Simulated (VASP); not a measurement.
Here is a VASP 6.6.1 calculation.

POSCAR

```
AlGaN2
1.0
    3.2169895805      0.0000000000      0.0000000000
    0.0000000000      3.2169895805      0.0000000000
    0.0000000000      0.0000000000      4.2012388912
Al Ga N
1 1 2
Direct
    0.5000000000      0.5000000000      0.5000000000
    0.0000000000      0.0000000000      0.0000000000
    0.5000000000      0.0000000000      0.7390831705
    0.0000000000      0.5000000000      0.2609168295
```

File INCAR.step1:

```
ALGO     = Normal         # electronic algorithm
EDIFF    = 1E-4           # SCF threshold, eV
ENCUT    = 520            # plane-wave cutoff, eV
GGA      = PE             # functional
ISMEAR   = 0              # smearing method
LASPH    = True           # aspherical terms in the spheres
LCHARG   = False          # write CHGCAR
LREAL    = False          # projectors in reciprocal space
LWAVE    = True           # write WAVECAR
NBANDS   = 21             # bands
NELM     = 60             # most SCF steps
PREC     = Accurate       # precision mode
SIGMA    = 0.05           # smearing width, eV
```

The input INCAR.step2:

```
ALGO     = Normal         # electronic algorithm
EDIFF    = 1E-6           # SCF threshold, eV
ENCUT    = 520            # plane-wave cutoff, eV
ISIF     = 2              # what is computed and relaxed
ISMEAR   = 0              # smearing method
ISTART   = 1            
LASPH    = True           # aspherical terms in the spheres
LCHARG   = False          # write CHGCAR
LMIXTAU  = True         
LREAL    = False          # projectors in reciprocal space
LWAVE    = False          # write WAVECAR
METAGGA  = R2SCAN         # meta-GGA
NBANDS   = 21             # bands
NELM     = 60             # most SCF steps
PREC     = Accurate       # precision mode
SIGMA    = 0.05           # smearing width, eV
```

The input KPOINTS:

```
k-points
0
Gamma
  8 8 6
```

Potentials or basis: VASP PAW PBE potentials, release 64 (Al, Ga_d, N).

Command:

```bash
$ cat potpaw_PBE.64/Al/POTCAR potpaw_PBE.64/Ga_d/POTCAR potpaw_PBE.64/N/POTCAR > POTCAR
$ cp INCAR.step1 INCAR
$ mpirun -np 1 vasp_std > vasp.out
$ cp INCAR.step2 INCAR
$ mpirun -np 1 vasp_std > vasp.out
```

Task: What does it give for the largest force?

Result: 0.212 eV/Å.

Task: Estimate the band gap on the k mesh.

Result: 3.39 eV.

Task: Predict the pressure.

Result: 0.2 GPa.

Stress tensor (GPa, compression positive):
```
-2.67  0.00  0.00
 0.00 -2.67  0.00
 0.00  0.00  5.94
```

Caveat: the cell differs from its parent crystal (strain +0.025 along x and y, -0.050 along z); the stress differs along the axes, from -3 to 6 GPa; the PAW data sets were made with another functional, which shifts forces and pressure a little.
